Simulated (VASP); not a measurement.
A run of VASP 6.6.1:

Contents of POSCAR:

```
In2Au
1.0
    0.0000000000      3.2863000411      3.2863000411
    3.2863000411      0.0000000000      3.2863000411
    3.2863000411      3.2863000411      0.0000000000
In Au
2 1
Direct
    0.2500000000      0.2500000000      0.2500000000
    0.7500000000      0.7500000000      0.7500000000
    0.0000000000      0.0000000000      0.0000000000
```

Contents of INCAR.step1:

```
SYSTEM = In2Au
PREC = Accurate
ENCUT = 520
ISMEAR = -1
SIGMA = 0.1
LREAL = .False.
LASPH = .True.
NELM = 100
NBANDS = 26
GGA = PE
ALGO = Normal
EDIFF = 1E-4
LWAVE = .True.
LCHARG = .False.
```

The input INCAR.step2:

```
SYSTEM = In2Au
PREC = Accurate
ENCUT = 520
EDIFF = 1E-6
ISMEAR = -1
SIGMA = 0.1
LREAL = .False.
LASPH = .True.
NELM = 100
ALGO = Normal
ISIF = 2
LWAVE = .False.
LCHARG = .True.
METAGGA = R2SCAN
LMIXTAU = .True.
LELF = .True.
LVHAR = .True.
NBANDS = 26
ISTART = 1
```

KPOINTS

```
regular mesh
0
Gamma
  8 8 8
  0 0 0
```

Potentials or basis: VASP PAW PBE potentials, release 64 (In_d, Au).

Run with:

```sh
$ cat potpaw_PBE.64/In_d/POTCAR potpaw_PBE.64/Au/POTCAR > POTCAR
$ cp INCAR.step1 INCAR
$ mpirun -np 1 vasp_std > vasp.out
$ cp INCAR.step2 INCAR
$ mpirun -np 1 vasp_std > vasp.out
```

Hardware: 1 thread of Intel Xeon 6975P-C, on a shared host.

Question: How long does it take, and how much memory?

Answer: Run time: 2.6 min on 1 thread of Intel Xeon 6975P-C, on a shared host, peak memory 0.25 GiB. Counts: k points 29.
